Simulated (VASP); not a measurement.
SnSe, 4 atoms in the cell. The cell holds a slab with vacuum, 4 atoms: a = 4.285 Å, b = 4.285 Å, c = 10.991 Å, α = 90.00°, β = 90.00°, γ = 90.00°. 

```yaml
Program: VASP 6.6.1
Task: single point
Functional: LDA
Potentials_or_basis: VASP PAW LDA potentials, release 64 (Sn_d, Se)
Cutoff: 520 eV
k_mesh: 4 × 4 × 2
Occupations: gaussian, width 0.01 eV
Spin: no spin polarisation
Dipole_correction: no
Further_INCAR_settings: ALGO = Normal; EDIFF = 1e-06; NBANDS = 28
```

Potentials or basis: VASP PAW LDA potentials, release 64 (Sn_d, Se).

The run is started by

```sh
$ cat potpaw_LDA.64/Sn_d/POTCAR potpaw_LDA.64/Se/POTCAR > POTCAR
$ mpirun -np 1 vasp_std > vasp.out
```

Hardware: 1 thread of Intel(R) Xeon(R) 6975P-C (Granite Rapids) (shared host).

Problem. Estimate the wall time of this run.

Solution. Wall time 71 s on 1 thread of Intel(R) Xeon(R) 6975P-C (Granite Rapids), on a shared host, peak memory 0.24 GiB. Counts: scf iterations 17, k points 12.
